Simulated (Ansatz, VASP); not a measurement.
# One calculation of Cl, two programs

POSCAR

```
Cl
1.0
    3.1252368117     -2.0072451472      0.0000000000
    3.1252368117      2.0072451472      0.0000000000
    0.0000000000      0.0000000000      8.1465599412
Cl
4
Direct
    0.8756350123      0.1243649877      0.6074783244
    0.1243649877      0.8756350123      0.3925216756
    0.6243649877      0.3756350123      0.1074783244
    0.3756350123      0.6243649877      0.8925216756
```

Contents of INCAR.step1:

```
  PREC = Accurate
  ENCUT = 520
  ISMEAR = 0
  SIGMA = 0.01
  LREAL = F
  LASPH = T
  NELM = 100
  NBANDS = 22
  GGA = PE
  ALGO = Normal
  EDIFF = 1E-4
  LWAVE = T
  LCHARG = F
```

INCAR.step2

```
  PREC = Accurate
  ENCUT = 520
  EDIFF = 1E-6
  ISMEAR = 0
  SIGMA = 0.01
  LREAL = F
  LASPH = T
  NELM = 100
  ALGO = Normal
  ISIF = 2
  LWAVE = F
  LCHARG = F
  METAGGA = R2SCAN
  LMIXTAU = T
  NBANDS = 22
  ISTART = 1
```

The input KPOINTS:

```
Automatic mesh
0
Gamma
  8 8 4
```

Input for Ansatz:

```yaml
crystal:
  lattice:
    - [3.1252368117, -2.0072451472, 0.0]
    - [3.1252368117, 2.0072451472, 0.0]
    - [0.0, 0.0, 8.1465599412]
  atoms:
    - { symbol: Cl, position: [0.8756350123, 0.1243649877, 0.6074783244] }
    - { symbol: Cl, position: [0.1243649877, 0.8756350123, 0.3925216756] }
    - { symbol: Cl, position: [0.6243649877, 0.3756350123, 0.1074783244] }
    - { symbol: Cl, position: [0.3756350123, 0.6243649877, 0.8925216756] }
kpoints:
  mp_grid: { grid: [8, 8, 4] }
  band_path:
    path:
      - [0.0, 0.0, 0.0]
      - [0.5, 0.5, 0.0]
      - [0.3531276163, 0.6468723837, 0.0]
      - [-0.3531276163, 0.3531276163, 0.0]
      - [0.0, 0.0, 0.5]
      - [-0.3531276163, 0.3531276163, 0.5]
      - [0.3531276163, 0.6468723837, 0.5]
      - [0.5, 0.5, 0.5]
      - [0.0, 0.5, 0.0]
    npoints: 1
hamiltonian:
  xc: r2scan
scf:
  occupations: { method: fixed }
  n_extra_bands: 5
output:
  forces: true
  stress: true
  eigenvalues: true
```

Alike in both runs: task single point; functional r2SCAN; k mesh 8 × 8 × 4; no spin polarisation.

|  | VASP | Ansatz |
| --- | --- | --- |
| version | VASP 6.6.1 | Ansatz 0.2.0 |
| potentials or method | VASP PAW PBE potentials, release 64 (Cl) | plane waves, PAW |
| plane-wave cutoff (eV) | 520 | 500 |
| occupations | gaussian, width 0.01 eV | fixed |
| valence electrons in the cell | 28 | 28 |

```tsv
	VASP	Ansatz	Ansatz less VASP
gap on the k mesh at the Fermi level (eV)	2.60	2.57	-0.029
pressure (GPa)	0.3	0.8	+0.49
traceless stress, the component that is largest in VASP (GPa)	-0.64	-0.16	+0.482
rms of the force components (eV/Å)	0.135	0.027	-0.1080
```

VASP's potentials were made for PBE, not for r2SCAN. Atom by atom the forces differ by 0.108 eV/Å (rms over components).
